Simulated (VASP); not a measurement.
# LaZn (Pm-3m) in VASP: a series of runs

Runs on LaZn. Level: LDA. Tasks: electric field gradients.

Everything below comes from runs of VASP 6.6.1. Logs are shortened: lines on timing, memory, paths and dates and some standing lists are left out, and cuts for length are marked.

## (1) The cell of the first run

Symmetry: Pm-3m, No. 221, cubic system. Conventional cell: a = 3.699 Å, b = 3.699 Å, c = 3.699 Å, α = 90.00°, β = 90.00°, γ = 90.00°. La (site symmetry m-3m) has 8 Zn at 3.20 Å and 6 La at 3.70 Å within 4.2 Å. Zn (site symmetry m-3m) has 8 La at 3.20 Å and 6 Zn at 3.70 Å within 4.2 Å.

## (2) Electric field gradients, LDA (25.31 Å³/atom)

Input file INCAR:

```
SYSTEM = LaZn
PREC = Accurate
ENCUT = 520
EDIFF = 1E-8
ISMEAR = -1
SIGMA = 0.05
LREAL = .False.
LASPH = .True.
NELM = 80
ALGO = Normal
ISIF = 2
LWAVE = .False.
LCHARG = .False.
LEFG = .True.
NBANDS = 18
```

Input file KPOINTS:

```
Automatic mesh
0
Gamma
  9 9 9
  0 0 0
```

Input file POSCAR:

```
LaZn
1.0
    3.6993181115      0.0000000000      0.0000000000
    0.0000000000      3.6993181115      0.0000000000
    0.0000000000      0.0000000000      3.6993181115
La Zn
1 1
Direct
    0.5000000000      0.5000000000      0.5000000000
    0.0000000000      0.0000000000      0.0000000000
```

Potentials or basis: VASP PAW LDA potentials, release 64 (La, Zn).

On the command line:

```bash
> cat potpaw_LDA.64/La/POTCAR potpaw_LDA.64/Zn/POTCAR > POTCAR
> mpirun -np 1 vasp_std > vasp.out
```

OUTCAR:

```text
SYSTEM = LaZn
   PREC = Accurate
   ENCUT = 520
   EDIFF = 1E-8
   ISMEAR = -1
   LREAL = .False.
   LASPH = .True.
   NELM = 80
   ISIF = 2

 ion  position               nearest neighbor table
   1  0.500  0.500  0.500-   2 3.20   2 3.20   2 3.20   2 3.20   2 3.20   2 3.20   2 3.20   2 3.20

   2  0.000  0.000  0.000-   1 3.20   1 3.20   1 3.20   1 3.20   1 3.20   1 3.20   1 3.20   1 3.20

  LATTYP: Found a simple cubic cell.
 ALAT       =     3.6993181115

  Lattice vectors:

 A1 = (   3.6993181115,   0.0000000000,   0.0000000000)
 A2 = (   0.0000000000,   3.6993181115,   0.0000000000)
 A3 = (   0.0000000000,   0.0000000000,   3.6993181115)

Analysis of symmetry for initial positions (statically):
=====================================================================
 Subroutine PRICEL returns:
 Original cell was already a primitive cell.

 Routine SETGRP: Setting up the symmetry group for a
 simple cubic supercell.

 Subroutine GETGRP returns: Found 48 space group operations
 (whereof 48 operations were pure point group operations)
 out of a pool of 48 trial point group operations.

The static configuration has the point symmetry O_h .

Analysis of symmetry for dynamics (positions and initial velocities):
=====================================================================
 Subroutine PRICEL returns:
 Original cell was already a primitive cell.

 Routine SETGRP: Setting up the symmetry group for a
 simple cubic supercell.

 Subroutine GETGRP returns: Found 48 space group operations
 (whereof 48 operations were pure point group operations)
 out of a pool of 48 trial point group operations.

The dynamic configuration has the point symmetry O_h .

 Subroutine INISYM returns: Found 48 space group operations
 (whereof 48 operations are pure point group operations),
 and found     1 'primitive' translations

----------------------------------------------------------------------------------------

                                     Primitive cell

  volume of cell :      50.6250

  direct lattice vectors                    reciprocal lattice vectors
     3.699318111  0.000000000  0.000000000     0.270320089  0.000000000  0.000000000
     0.000000000  3.699318111  0.000000000     0.000000000  0.270320089  0.000000000
[... 123 lines left out ...]
 number of electron      23.0000024 magnetization

 Free energy of the ion-electron system (eV)
  ---------------------------------------------------
  ext. energy  EPLUGINS =         0.00000000
  ---------------------------------------------------
  free energy    TOTEN  =        -7.97488177 eV

  energy without entropy =       -7.95146548  energy(sigma->0) =       -7.96317362

 E-fermi :   6.3840     XC(G=0): -10.5570

 val. band max:        6.3612375918   @ k =   0.2222   0.2222   0.2222
 cond. band min:       6.3996151028   @ k =   0.4444   0.2222   0.1111
 fundamental gap:      0.0383775110
 Fermi energy:         6.3839944607

 k-point     1 :       0.0000    0.0000    0.0000
  band No.  band energies     occupation
      1     -26.2244      2.00000
      2      -9.5843      2.00000
      3      -9.5843      2.00000
      4      -9.5843      2.00000
      5      -0.8199      2.00000
      6      -0.8199      2.00000
[... 481 lines left out ...]
      5      -0.7642      2.00000
      6      -0.7343      2.00000
[... 10 lines left out ...]
     17       8.4468      0.00000
     18       8.5127      0.00000

 [... further k-points ...]

------------------------ aborting loop because EDIFF is reached ----------------------------------------

  FORCE on cell =-STRESS in cart. coord.  units (eV):
  Direction    XX          YY          ZZ          XY          YZ          ZX
  --------------------------------------------------------------------------------------
  -------------------------------------------------------------------------------------
  Total       -0.6847423     -0.6847423     -0.6847423     -0.0000000     -0.0000000     -0.0000000
  in kB      -21.6706888    -21.6706888    -21.6706888     -0.0000000     -0.0000000     -0.0000000
  external PRESSURE =     -21.6706888 kB  Pullay stress =       0.0000000 kB

 VOLUME and BASIS-vectors are now :
 -----------------------------------------------------------------------------
  energy-cutoff  :      520.00
  volume of cell :       50.63
      direct lattice vectors                 reciprocal lattice vectors
     3.699318111  0.000000000  0.000000000     0.270320089  0.000000000  0.000000000
     0.000000000  3.699318111  0.000000000     0.000000000  0.270320089  0.000000000
     0.000000000  0.000000000  3.699318111     0.000000000  0.000000000  0.270320089

 POSITION                                       TOTAL-FORCE (eV/Angst)
 -----------------------------------------------------------------------------------
      1.84966      1.84966      1.84966         0.000000      0.000000      0.000000
      0.00000      0.00000      0.00000         0.000000      0.000000      0.000000
 -----------------------------------------------------------------------------------
    total drift:                               -0.000000      0.000000      0.000000

  FREE ENERGIE OF THE ION-ELECTRON SYSTEM (eV)
  ---------------------------------------------------
  free  energy   TOTEN  =        -7.9748817669 eV

  energy  without entropy=       -7.9514654804  energy(sigma->0) =       -7.96317362

 Electric field gradients (V/A^2)
---------------------------------------------------------------------
 ion       V_xx      V_yy      V_zz      V_xy      V_xz      V_yz
---------------------------------------------------------------------
   1      -0.000    -0.000    -0.000     0.000     0.000    -0.000
   2       0.000     0.000     0.000     0.000     0.000    -0.000
---------------------------------------------------------------------

 Electric field gradients after diagonalization (V/A^2)
 (convention: |V_zz| > |V_xx| > |V_yy|)
----------------------------------------------------------------------
 ion       V_xx      V_yy      V_zz     asymmetry (V_yy - V_xx)/ V_zz
----------------------------------------------------------------------
   1      -0.000    -0.000    -0.000      -0.703
   2       0.000     0.000     0.000      -0.463
----------------------------------------------------------------------

           NMR quadrupolar parameters

 Cq : quadrupolar parameter    Cq=e*Q*V_zz/h
 eta: asymmetry parameters     (V_yy - V_xx)/ V_zz
 Q  : nuclear electric quadrupole moment in mb (millibarn)
----------------------------------------------------------------------
 ion       Cq(MHz)       eta       Q (mb)
----------------------------------------------------------------------
   1      -0.000      -0.703       1.000
   2       0.000      -0.463       1.000
----------------------------------------------------------------------
```

OSZICAR:

```text
N       E                     dE             d eps       ncg     rms          rms(c)
DAV:   1     0.168049584746E+03    0.16805E+03   -0.96780E+03  1276   0.196E+03
DAV:   2     0.125148639475E+02   -0.15553E+03   -0.15094E+03  1564   0.281E+02
DAV:   3    -0.687852870915E+01   -0.19393E+02   -0.18699E+02  1698   0.115E+02
DAV:   4    -0.824540319275E+01   -0.13669E+01   -0.12986E+01  2324   0.231E+01
DAV:   5    -0.829118935759E+01   -0.45786E-01   -0.45396E-01  1822   0.382E+00    0.361E+00
DAV:   6    -0.800413341915E+01    0.28706E+00   -0.25458E+00  1868   0.207E+01    0.233E+00
DAV:   7    -0.798386456391E+01    0.20269E-01   -0.24255E-01  1696   0.598E+00    0.109E+00
DAV:   8    -0.797556851176E+01    0.82961E-02   -0.17926E-02  2102   0.123E+00    0.205E-01
DAV:   9    -0.797489258789E+01    0.67592E-03   -0.17341E-03  2032   0.447E-01    0.339E-02
DAV:  10    -0.797488214556E+01    0.10442E-04   -0.20157E-04  2216   0.113E-01    0.920E-03
DAV:  11    -0.797488140180E+01    0.74376E-06   -0.16811E-05  1720   0.464E-02    0.438E-03
DAV:  12    -0.797488179791E+01   -0.39611E-06   -0.19218E-06  2224   0.125E-02    0.142E-03
DAV:  13    -0.797488176882E+01    0.29097E-07   -0.25325E-07  1672   0.516E-03    0.406E-04
DAV:  14    -0.797488176689E+01    0.19245E-08   -0.31077E-08  1832   0.176E-03
   1 F= -.79748818E+01 E0= -.79631736E+01  d E =-.234163E-01
```

stdout:

```text
POSCAR found type information on POSCAR LaZn
 POSCAR found :  2 types and       2 ions
 scaLAPACK will be used
 LDA part: xc-table for (Slater(with rela. corr.)+CA(PZ))
 , standard interpolation
 POSCAR, INCAR and KPOINTS ok, starting setup
 FFT: planning ... GRIDC
 FFT: planning ... GRID_SOFT
 FFT: planning ... GRID
 WAVECAR not read
 entering main loop
ion   1

ion   2
```

Run time: 59 s. Hardware: 1 thread of Intel Xeon 8259CL, shared host; peak memory 0.17 GiB.

What came out:

* Free energy: -7.9749 eV
* Pressure: -2.2 GPa
* Band gap on the k mesh: zero (an odd number of electrons rules out a gap without spin polarisation)
* Largest electric field gradient by atom: under 0.05 V/Å² on every atom

Caveat: spin-orbit coupling is left out, which moves the levels of the heavy elements.

## (3) Electric field gradients, LDA (25.84 Å³/atom)

This run uses another cell than the first one, of 25.84 Å³/atom.

Input file INCAR:

```
PREC = Accurate
ENCUT = 520
EDIFF = 1E-8
ISMEAR = -1
SIGMA = 0.05
LREAL = False
LASPH = True
NELM = 80
ALGO = Normal
ISIF = 2
LWAVE = False
LCHARG = False
LEFG = True
NBANDS = 18
```

Input file KPOINTS:

```
Automatic mesh
0
Gamma
  9 9 9
```

Input file POSCAR:

```
LaZn
1.0
    3.7248314564      0.0000000000      0.0000000000
    0.0000000000      3.7248314564      0.0000000000
    0.0000000000      0.0000000000      3.7248314564
La Zn
1 1
Direct
    0.5000000000      0.5000000000      0.5000000000
    0.0000000000      0.0000000000      0.0000000000
```

Potentials or basis: VASP PAW LDA potentials, release 64 (La, Zn).

On the command line:

```bash
> cat potpaw_LDA.64/La/POTCAR potpaw_LDA.64/Zn/POTCAR > POTCAR
> mpirun -np 1 vasp_std > vasp.out
```

OUTCAR:

```text
PREC = Accurate
   ENCUT = 520
   EDIFF = 1E-8
   ISMEAR = -1
   LREAL = False
   LASPH = True
   NELM = 80
   ISIF = 2

 ion  position               nearest neighbor table
   1  0.500  0.500  0.500-   2 3.23   2 3.23   2 3.23   2 3.23   2 3.23   2 3.23   2 3.23   2 3.23

   2  0.000  0.000  0.000-   1 3.23   1 3.23   1 3.23   1 3.23   1 3.23   1 3.23   1 3.23   1 3.23

  LATTYP: Found a simple cubic cell.
 ALAT       =     3.7248314564

  Lattice vectors:

 A1 = (   3.7248314564,   0.0000000000,   0.0000000000)
 A2 = (   0.0000000000,   3.7248314564,   0.0000000000)
 A3 = (   0.0000000000,   0.0000000000,   3.7248314564)

Analysis of symmetry for initial positions (statically):
=====================================================================
 Subroutine PRICEL returns:
 Original cell was already a primitive cell.

 Routine SETGRP: Setting up the symmetry group for a
 simple cubic supercell.

 Subroutine GETGRP returns: Found 48 space group operations
 (whereof 48 operations were pure point group operations)
[... 692 lines left out ...]
     3.724831456  0.000000000  0.000000000     0.268468523  0.000000000  0.000000000
     0.000000000  3.724831456  0.000000000     0.000000000  0.268468523  0.000000000
     0.000000000  0.000000000  3.724831456     0.000000000  0.000000000  0.268468523

 POSITION                                       TOTAL-FORCE (eV/Angst)
 -----------------------------------------------------------------------------------
      1.86242      1.86242      1.86242         0.000000      0.000000      0.000000
      0.00000      0.00000      0.00000         0.000000      0.000000      0.000000
 -----------------------------------------------------------------------------------
    total drift:                               -0.000000      0.000000      0.000000

  FREE ENERGIE OF THE ION-ELECTRON SYSTEM (eV)
  ---------------------------------------------------
  free  energy   TOTEN  =        -7.9574420439 eV

  energy  without entropy=       -7.9339655222  energy(sigma->0) =       -7.94570378

 Electric field gradients (V/A^2)
---------------------------------------------------------------------
 ion       V_xx      V_yy      V_zz      V_xy      V_xz      V_yz
---------------------------------------------------------------------
   1       0.000     0.000    -0.000     0.000     0.000    -0.000
   2       0.000    -0.000    -0.000    -0.000    -0.000     0.000
---------------------------------------------------------------------

 Electric field gradients after diagonalization (V/A^2)
 (convention: |V_zz| > |V_xx| > |V_yy|)
----------------------------------------------------------------------
 ion       V_xx      V_yy      V_zz     asymmetry (V_yy - V_xx)/ V_zz
----------------------------------------------------------------------
   1       0.000     0.000    -0.000       0.680
   2      -0.000     0.000    -0.000      -0.777
----------------------------------------------------------------------

           NMR quadrupolar parameters

 Cq : quadrupolar parameter    Cq=e*Q*V_zz/h
 eta: asymmetry parameters     (V_yy - V_xx)/ V_zz
 Q  : nuclear electric quadrupole moment in mb (millibarn)
----------------------------------------------------------------------
 ion       Cq(MHz)       eta       Q (mb)
----------------------------------------------------------------------
   1      -0.000       0.680       1.000
   2      -0.000      -0.777       1.000
----------------------------------------------------------------------
```

OSZICAR:

```text
N       E                     dE             d eps       ncg     rms          rms(c)
DAV:   1     0.166556698219E+03    0.16656E+03   -0.97842E+03  1284   0.197E+03
DAV:   2     0.122516436545E+02   -0.15431E+03   -0.14860E+03  1580   0.278E+02
DAV:   3    -0.673860397906E+01   -0.18990E+02   -0.18296E+02  1614   0.113E+02
DAV:   4    -0.818889971081E+01   -0.14503E+01   -0.13004E+01  2354   0.240E+01
DAV:   5    -0.825801152619E+01   -0.69112E-01   -0.67778E-01  1700   0.432E+00    0.350E+00
DAV:   6    -0.798490601717E+01    0.27311E+00   -0.24343E+00  1896   0.199E+01    0.225E+00
DAV:   7    -0.796580873583E+01    0.19097E-01   -0.22333E-01  1656   0.576E+00    0.105E+00
DAV:   8    -0.795804173972E+01    0.77670E-02   -0.18027E-02  2208   0.121E+00    0.186E-01
DAV:   9    -0.795745976038E+01    0.58198E-03   -0.13402E-03  2032   0.379E-01    0.357E-02
DAV:  10    -0.795744276189E+01    0.16998E-04   -0.16371E-04  2182   0.109E-01    0.961E-03
DAV:  11    -0.795744166429E+01    0.10976E-05   -0.15431E-05  1752   0.435E-02    0.449E-03
DAV:  12    -0.795744206443E+01   -0.40014E-06   -0.24806E-06  2182   0.146E-02    0.152E-03
DAV:  13    -0.795744204591E+01    0.18519E-07   -0.24455E-07  1840   0.465E-03    0.450E-04
DAV:  14    -0.795744204391E+01    0.20054E-08   -0.30657E-08  1790   0.174E-03
   1 F= -.79574420E+01 E0= -.79457038E+01  d E =-.234765E-01
```

stdout:

```text
POSCAR found type information on POSCAR LaZn
 POSCAR found :  2 types and       2 ions
 scaLAPACK will be used
 LDA part: xc-table for (Slater(with rela. corr.)+CA(PZ))
 , standard interpolation
 POSCAR, INCAR and KPOINTS ok, starting setup
 FFT: planning ... GRIDC
 FFT: planning ... GRID_SOFT
 FFT: planning ... GRID
 WAVECAR not read
 entering main loop
ion   1

ion   2
```

It took 59 s on 1 thread of Intel Xeon 8259CL, shared host; peak memory 0.18 GiB.

Results:

| Item | Value |
| --- | --- |
| Free energy | -7.9574 eV |
| Pressure | -3.1 GPa |
| Band gap on the k mesh | zero (an odd number of electrons rules out a gap without spin polarisation) |
| Largest electric field gradient by atom | under 0.05 V/Å² on every atom |

Caveat: the cell stands under tension; spin-orbit coupling is left out, which moves the levels of the heavy elements.

(Part 1 of 2 ends here.)

The gap in the log of VASP goes by the Fermi energy; the results here count the filled bands.